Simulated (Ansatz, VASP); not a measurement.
# InP in VASP and in Ansatz

The input INCAR:

```
SYSTEM = InP
PREC = Accurate
ENCUT = 520
EDIFF = 1E-6
ISMEAR = 0
SIGMA = 0.05
LREAL = .False.
LASPH = .True.
NELM = 60
ALGO = Normal
ISIF = 2
LWAVE = .False.
LCHARG = .False.
GGA = PE
NBANDS = 16
```

File KPOINTS:

```
Automatic mesh
0
Gamma
  10 10 10
  0 0 0
```

Contents of POSCAR:

```
InP
1.0
    0.0000000000      3.0130923994      2.7720450074
    3.0130923994      0.0000000000      2.7720450074
    3.0130923994      3.0130923994      0.0000000000
In P
1 1
Direct
    0.0000000000      0.0000000000      0.0000000000
    0.7500000000      0.7500000000      0.7500000000
```

Input for Ansatz:

```yaml
crystal:
  lattice:
    - [0.0, 3.0130923994, 2.7720450074]
    - [3.0130923994, 0.0, 2.7720450074]
    - [3.0130923994, 3.0130923994, 0.0]
  atoms:
    - { symbol: In, position: [0.0, 0.0, 0.0] }
    - { symbol: P, position: [0.75, 0.75, 0.75] }
basis:
  ecutwfc: 420
kpoints:
  mp_grid: { grid: [10, 10, 10] }
hamiltonian:
  xc: pbe
scf:
  occupations: { method: gaussian, width: 0.05 }
output:
  forces: true
  stress: true
  eigenvalues: true
```

Alike in both runs: task single point; functional PBE; k mesh 10 × 10 × 10; occupations gaussian, width 0.05 eV; no spin polarisation.

|  | VASP | Ansatz |
| --- | --- | --- |
| version | VASP 6.6.1 | Ansatz 0.2.0 |
| potentials or method | VASP PAW PBE potentials, release 64 (In_d, P), cutoff 520 eV | scalar-relativistic, plane waves, PAW |
| valence electrons in the cell | 18 | 18 |

|  | VASP | Ansatz | Ansatz less VASP |
| --- | --- | --- | --- |
| gap on the k mesh at the Fermi level (eV) | 0.46 | 0.46 | +0.002 |
| least direct gap on the mesh (eV) | 0.46 | 0.46 | +0.002 |
| pressure (GPa) | 3.1 | 3.2 | +0.06 |
| traceless stress, the component that is largest in VASP (GPa) | 1.83 | 1.83 | -0.004 |
